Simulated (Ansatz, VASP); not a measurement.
Two plane-wave programs on P

```
CELL_PARAMETERS angstrom
1.75374 -5.37943 0.00000
1.75374 5.37943 0.00000
0.00000 0.00000 3.73900
ATOMIC_POSITIONS crystal
P 0.10638 0.89362 0.92810
P 0.60638 0.39362 0.57190
P 0.89362 0.10638 0.07190
P 0.39362 0.60638 0.42810
```

Alike in both runs: task single point; functional PBE; dispersion D3(BJ); k mesh 16 × 16 × 12; occupations gaussian, width 0.15 eV; no spin polarisation.

```csv
,VASP,Ansatz
version,VASP 6.6.1,Ansatz 0.2.0
potentials or method,"VASP PAW PBE potentials, release 64 (P), cutoff 520 eV","scalar-relativistic, plane waves, PAW"
valence electrons in the cell,20,20
```

```tsv
	VASP	Ansatz	Ansatz less VASP
gap on the k mesh at the Fermi level (eV)	none	none	-
pressure (GPa)	-1.7	-1.4	+0.33
traceless stress, the component that is largest in VASP (GPa)	8.82	8.65	-0.168
rms of the force components (eV/Å)	0.702	0.715	+0.0129
```

Atom by atom the forces differ by 0.029 eV/Å (rms over components). A gap of «none» marks a metal or a gap that the smearing closes.
